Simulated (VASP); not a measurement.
Runs of VASP 6.6.1 on PtSe2. The structure is that of space group P-3m1 (No. 164), or close to it. The cells are those of the table. 

| cell | gap on the mesh (eV) | pressure (GPa) | largest force (eV/Å) |
| --- | --- | --- | --- |
| a = 3.693, b = 3.693, c = 5.019 Å, angles 90.0, 90.0, 120.0°, 3 atoms | none | 9.0 | 0.73 |
| a = 3.755, b = 3.755, c = 5.104 Å, angles 90.0, 90.0, 120.0°, 3 atoms | none | 1.6 | 0.09 |
| a = 3.785, b = 3.785, c = 5.145 Å, angles 90.0, 90.0, 120.0°, 3 atoms | none | -1.4 | 0.18 |
| a = 3.628, b = 3.628, c = 4.932 Å, angles 90.0, 90.0, 120.0°, 3 atoms | none | 18.7 | 1.52 |
| a = 3.815, b = 3.815, c = 5.186 Å, angles 90.0, 90.0, 120.0°, 3 atoms | none | (b) | 0.43 |
| a = 3.724, b = 3.724, c = 5.062 Å, angles 90.0, 90.0, 120.0°, 3 atoms | none | 5.0 | 0.39 |
| a = 3.595, b = 3.595, c = 4.887 Å, angles 90.0, 90.0, 120.0°, 3 atoms | none | (c) | 1.99 |
| a = 3.844, b = 3.844, c = 5.225 Å, angles 90.0, 90.0, 120.0°, 3 atoms | none | (a) | 0.64 |

Alike in all rows: task single point; level r2SCAN; potentials or basis VASP PAW PBE potentials, release 64 (Pt, Se); no spin polarisation; k mesh 9 × 9 × 6; cutoff (eV) 520; smearing fermi-dirac 0.1 eV.

Task: Estimate the missing entries.

Result: (a) -6.2; (b) -4.0; (c) 24.8.

Caveats: the PAW data sets were made with another functional, which shifts forces and pressure a little; spin-orbit coupling is left out, which moves the levels of the heavy elements; the cell stands under pressure (at least some runs); the cell stands under tension (at least some runs); the stress differs along the axes, from 20 to 27 GPa (at least some runs).

A k mesh can miss the band edges, and the runs leave out spin-orbit coupling on Pt, Se.

A gap of «none» marks levels without a gap at the run's occupations.
